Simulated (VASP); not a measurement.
A run of VASP 6.6.1 is set up as follows.

Contents of INCAR:

```
PREC = Accurate
ENCUT = 520
EDIFF = 1E-6
ISMEAR = -1
SIGMA = 0.1
LREAL = False
LASPH = True
NELM = 60
ALGO = Normal
ISIF = 2
LWAVE = False
LCHARG = False
GGA = PS
NBANDS = 56
```

The input KPOINTS:

```
Automatic mesh
0
Gamma
  6 6 6
```

Contents of POSCAR:

```
Al2VSe4
1.0
    0.0000000000      5.2660227648      5.2660227648
    5.2660227648      0.0000000000      5.2660227648
    5.2660227648      5.2660227648      0.0000000000
Al V Se
4 2 8
Direct
    0.0000000000      0.0000000000      0.0000000000
    0.5000000000      0.0000000000      0.0000000000
    0.0000000000      0.0000000000      0.5000000000
    0.0000000000      0.5000000000      0.0000000000
    0.3750000000      0.3750000000      0.3750000000
    0.6250000000      0.6250000000      0.6250000000
    0.2444988381      0.2444988381      0.2444988381
    0.2334965144      0.7555011619      0.7555011619
    0.2444988381      0.2444988381      0.7665034856
    0.7555011619      0.2334965144      0.7555011619
    0.7665034856      0.2444988381      0.2444988381
    0.7555011619      0.7555011619      0.7555011619
    0.2444988381      0.7665034856      0.2444988381
    0.7555011619      0.7555011619      0.2334965144
```

Potentials or basis: VASP PAW PBE potentials, release 64 (Al, V_sv, Se).

Run with:

```bash
$ cat potpaw_PBE.64/Al/POTCAR potpaw_PBE.64/V_sv/POTCAR potpaw_PBE.64/Se/POTCAR > POTCAR
$ mpirun -np 1 vasp_std > vasp.out
```

Q: What does it give for the pressure?

A: 0.2 GPa.

Q: What does it give for the band gap on the k mesh?

A: Zero (bands 43 and 44 overlap by 0.40 eV).

Caveat: the PAW data sets were made with another functional, which shifts forces and pressure a little; the run has no spin polarisation, though such a crystal can be magnetic. With open d or f shells a metallic result of PBEsol can be an artefact of self-interaction; +U or a hybrid may open a gap.
